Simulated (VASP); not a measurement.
A run of VASP 6.6.1:

The input POSCAR:

```
CaO
1.0
   -0.0079918338      2.3895582928      2.3895582928
    2.3895582928     -0.0079918338      2.3895582928
    2.3895582928      2.3895582928     -0.0079918338
Ca O
1 1
Direct
    0.0000000000      0.0000000000      0.0000000000
    0.5000000000      0.5000000000      0.5000000000
```

The input INCAR.step1:

```
PREC = Accurate ; ENCUT = 1480
ISMEAR = 0 ; SIGMA = 0.01
LREAL = False ; LASPH = True
NELM = 120 ; NBANDS = 15
GGA = PE ; ALGO = Normal
EDIFF = 1E-5 ; LWAVE = True
LCHARG = False ; GGA_COMPAT = False
```

The input INCAR.step2:

```
PREC = Accurate ; ENCUT = 1480
EDIFF = 1E-6 ; ISMEAR = 0
SIGMA = 0.01 ; LREAL = False
LASPH = True ; NELM = 120
ALGO = Normal ; ISIF = 2
LWAVE = False ; LCHARG = False
METAGGA = R2SCAN ; LMIXTAU = True
NBANDS = 15 ; ISTART = 1
GGA_COMPAT = False
```

File KPOINTS:

```
regular mesh
0
Gamma
  10 10 10
```

Potentials or basis: VASP PAW PBE potentials, release 64 (Ca_sv, O_h).

Launch:

```sh
$ cat potpaw_PBE.64/Ca_sv/POTCAR potpaw_PBE.64/O_h/POTCAR > POTCAR
$ cp INCAR.step1 INCAR
$ mpirun -np 1 vasp_std > vasp.out
$ cp INCAR.step2 INCAR
$ mpirun -np 1 vasp_std > vasp.out
```

Hardware: 1 thread of Intel(R) Xeon(R) 6975P-C (Granite Rapids), on a shared host.

Question: How long does it take, and how much memory?

Answer: It took 6 min on 1 thread of Intel(R) Xeon(R) 6975P-C (Granite Rapids), on a shared host, peak memory 0.46 GiB. Counts: k points 116.
